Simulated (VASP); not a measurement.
The system is LuPd.

```xyz
2
Lattice="3.4150 0.0000 0.0000 0.0000 3.4150 0.0000 0.0000 0.0000 3.4150" Properties=species:S:1:pos:R:3 pbc="T T T"
Lu    0.0000    0.0000    0.0000
Pd    1.7075    1.7075    1.7075
```

- Program: VASP 6.6.1
- Task: relaxation of cell and atoms
- Functional: PBEsol
- Potentials or basis: VASP PAW PBE potentials, release 64 (Lu, Pd)
- Cutoff: 600 eV
- k mesh: 12 × 12 × 12
- Occupations: gaussian, width 0.1 eV
- Spin: no spin polarisation

At the start: pressure -2.5 GPa; volume 19.91 Å³/atom.

Problem. How do energy, volume and symmetry change on relaxing?

Solution. Over 15 steps the energy falls by 2.6 meV/atom and the volume is 19.54 Å³/atom (-1.9 %); space group Pm-3m (No. 221, to 0.1 Å) before and after.

The path:
| step | energy change (eV) | largest force (eV/Å) | pressure (GPa) | volume (Å³) |
| --- | --- | --- | --- | --- |
| 1 | 0.0000 | 0.0000 | -2.46 | 39.83 |
| 2 | 0.0036 | 0.0000 | 2.50 | 38.09 |
| 3 | -0.0052 | 0.0000 | -0.16 | 39.13 |
| 4 | -0.0052 | 0.0000 | 0.74 | 39.06 |
| 5 | -0.0052 | 0.0000 | -0.23 | 39.11 |
| 6 | -0.0052 | 0.0000 | -0.06 | 39.09 |
| 7 | -0.0052 | 0.0000 | -0.05 | 39.09 |
| 8 | -0.0052 | 0.0000 | -0.12 | 39.08 |
| 9 | -0.0052 | 0.0000 | -0.19 | 39.08 |
| 10 | -0.0052 | 0.0000 | -0.11 | 39.08 |
| 11 | -0.0052 | 0.0000 | -0.10 | 39.08 |
| 12 | -0.0052 | 0.0000 | -0.09 | 39.08 |
| 13 | -0.0052 | 0.0000 | -0.09 | 39.08 |
| 14 | -0.0052 | 0.0000 | -0.04 | 39.08 |
| 15 | -0.0052 | 0.0000 | 0.01 | 39.08 |

Final structure:
```yaml
crystal:
  lattice:
    - [3.39351, 0.00000, 0.00000]
    - [0.00000, 3.39351, 0.00000]
    - [0.00000, 0.00000, 3.39351]
  atoms:
    - { symbol: Lu, position: [0.00000, 0.00000, 0.00000] }
    - { symbol: Pd, position: [0.50000, 0.50000, 0.50000] }
```

Caveat: the PAW data sets were made with another functional, which shifts forces and pressure a little.
